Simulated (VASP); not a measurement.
A run of VASP 6.6.1:

Contents of INCAR:

```
  ALGO = Normal
  EDIFF = 1E-7
  ENCUT = 520
  GGA = PS
  ISIF = 2
  ISMEAR = -1
  LASPH = T
  LCHARG = F
  LREAL = F
  LWAVE = F
  NBANDS = 32
  NELM = 80
  PREC = Accurate
  SIGMA = 0.05
```

File KPOINTS:

```
k-points
0
Gamma
  6 6 6
```

POSCAR

```
Sn3Se
1.0
    4.4512449609      0.0000000000      0.0000000000
    0.0000000000      4.4512449609      0.0000000000
    0.0000000000      0.0000000000      4.4512449609
Sn Se
3 1
Direct
    0.5000000000      0.5000000000      0.0000000000
    0.5000000000      0.0000000000      0.5000000000
    0.0000000000      0.5000000000      0.5000000000
    0.0000000000      0.0000000000      0.0000000000
```

Potentials or basis: VASP PAW PBE potentials, release 64 (Sn_d, Se).

Launch:

```bash
$ cat potpaw_PBE.64/Sn_d/POTCAR potpaw_PBE.64/Se/POTCAR > POTCAR
$ mpirun -np 1 vasp_std > vasp.out
```

Hardware: 1 thread of AMD EPYC 7R43 64-Core Processor (Zen 3), on a shared host.

How long does it take, and how much memory?

Run time: 68 s on 1 thread of AMD EPYC 7R43 64-Core Processor (Zen 3) (shared host), peak memory 0.18 GiB. Counts: scf iterations 12, k points 20.
